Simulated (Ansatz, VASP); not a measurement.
# Si3Ge: VASP beside Ansatz

File INCAR:

```
SYSTEM = Si3Ge
ALGO     = Normal         ! electronic algorithm
EDIFF    = 1E-7           ! SCF threshold, eV
ENCUT    = 520            ! plane-wave cutoff, eV
GGA      = PE             ! functional
ISIF     = 2              ! what is computed and relaxed
ISMEAR   = 0              ! smearing method
LASPH    = .TRUE.         ! aspherical terms in the spheres
LCHARG   = .FALSE.        ! write CHGCAR
LREAL    = .FALSE.        ! projectors in reciprocal space
LWAVE    = .FALSE.        ! write WAVECAR
NBANDS   = 21             ! bands
NELM     = 80             ! most SCF steps
PREC     = Accurate       ! precision mode
SIGMA    = 0.01           ! smearing width, eV
```

Contents of KPOINTS:

```
k-points
0
G
  6 6 4
  0 0 0
```

The input POSCAR:

```
Si3Ge
1.0
    3.8880966193      0.0000000000      0.0000000000
    0.0000000000      3.8880966193      0.0000000000
    0.0000000000      0.0000000000      5.4836775956
Si Ge
3 1
Direct
    0.5000000000      0.0000000000      0.7548774917
    0.5000000000      0.5000000000      0.0000000000
    0.0000000000      0.5000000000      0.2451225083
    0.0000000000      0.0000000000      0.5000000000
```

Input for Ansatz:

```yaml
crystal:
  lattice:
    - [3.8880966193, 0.0, 0.0]
    - [0.0, 3.8880966193, 0.0]
    - [0.0, 0.0, 5.4836775956]
  atoms:
    - { symbol: Si, position: [0.5, 0.0, 0.7548774917] }
    - { symbol: Si, position: [0.5, 0.5, 0.0] }
    - { symbol: Si, position: [0.0, 0.5, 0.2451225083] }
    - { symbol: Ge, position: [0.0, 0.0, 0.5] }
kpoints:
  mp_grid: { grid: [6, 6, 4] }
hamiltonian:
  xc: pbe
scf:
  occupations: { method: fixed }
output:
  optics:
    e_range: [0, 12]
    de: 0.05
    sigma: 0.1
    bands: auto
    scissors: 0.588
  write_density: true
  write_potential: true
  elf: true
  volumetric_format: npy
```

Alike in both runs: task single point; functional PBE; k mesh 6 × 6 × 4; no spin polarisation.

```csv
,VASP,Ansatz
version,VASP 6.6.1,Ansatz 0.2.0
potentials or method,"VASP PAW PBE potentials, release 64 (Si, Ge_d)","plane waves, PAW"
plane-wave cutoff (eV),520,420
occupations,"gaussian, width 0.01 eV",fixed
valence electrons in the cell,26,26
```

```csv
,VASP,Ansatz,Ansatz less VASP
gap on the k mesh at the Fermi level (eV),0.38,0.38,-0.002
```
